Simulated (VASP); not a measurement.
The system is GaSb.

```
Sb Ga
1.0
     0.00000    3.05900    3.05900
     3.05900    0.00000    3.05900
     3.05900    3.05900    0.00000
Sb Ga
1 1
Direct
  0.75000 0.75000 0.75000
  0.00000 0.00000 0.00000
```

| Property | Result |
| --- | --- |
| Program | VASP 6.6.1 |
| Task | relaxation of cell and atoms |
| Functional | PBEsol |
| Dispersion | D3(BJ) |
| Potentials or basis | VASP PAW PBE potentials, release 64 (Sb, Ga_d) |
| Cutoff | 600 eV |
| k mesh | 8 × 8 × 8 |
| Occupations | fermi-dirac, width 0.05 eV |
| Spin | no spin polarisation |

At the start: pressure -1.9 GPa; volume 28.62 Å³/atom.

Problem. How do energy, volume and symmetry change on relaxing?

Solution. Over 3 steps the energy falls by 6.1 meV/atom and the volume is 27.60 Å³/atom (-3.6 %); space group F-43m (No. 216, to 0.05 Å).

The path:
| step | energy change (eV) | largest force (eV/Å) | pressure (GPa) | volume (Å³) |
| --- | --- | --- | --- | --- |
| 1 | 0.0000 | 0.0000 | -1.86 | 57.25 |
| 2 | -0.0108 | 0.0000 | 0.68 | 54.53 |
| 3 | -0.0123 | 0.0000 | 0.01 | 55.20 |

Final structure:
```cif
data_structure
_symmetry_space_group_name_H-M 'P 1'
_symmetry_Int_Tables_number 1
_cell_length_a 4.2739
_cell_length_b 4.2739
_cell_length_c 4.2739
_cell_angle_alpha 60.000
_cell_angle_beta 60.000
_cell_angle_gamma 60.000
_cell_volume 55.20
loop_
_atom_site_label
_atom_site_type_symbol
_atom_site_fract_x
_atom_site_fract_y
_atom_site_fract_z
_atom_site_occupancy
Sb1 Sb 0.75000 0.75000 0.75000 1
Ga1 Ga 0.00000 0.00000 0.00000 1
```

Caveat: the PAW data sets were made with another functional, which shifts forces and pressure a little.
